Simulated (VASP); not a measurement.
AlRu: single point with PBE

Crystal: AlRu.

```
Ru Al
1.0
     2.99160    0.00000    0.00000
     0.00000    2.99160    0.00000
     0.00000    0.00000    2.99160
Ru Al
1 1
Direct
  0.50000 0.50000 0.50000
  0.00000 0.00000 0.00000
```

| Property | Result |
| --- | --- |
| Program | VASP 6.6.1 |
| Task | single point |
| Functional | PBE |
| Potentials or basis | VASP PAW PBE potentials, release 64 (Ru_pv, Al) |
| Cutoff | 520 eV |
| k mesh | 9 × 9 × 9 |
| Occupations | gaussian, width 0.024 eV |
| Spin | no spin polarisation |

| Quantity | Value |
| --- | --- |
| Pressure | 2.5 GPa |

Levels at points of the mesh, in eV from the Fermi level:
```
           k point  band 5  band 6  band 7  band 8  band 9  band 10  band 11  band 12  band 13  band 14
(0.00, 0.00, 0.00)   -3.47   -3.47    0.25    0.25    0.25     6.18     6.18     6.18    11.07    11.07
```

Wall time 17 s on 1 thread of Intel Xeon 8259CL, with other jobs on the host, peak memory 0.15 GiB.
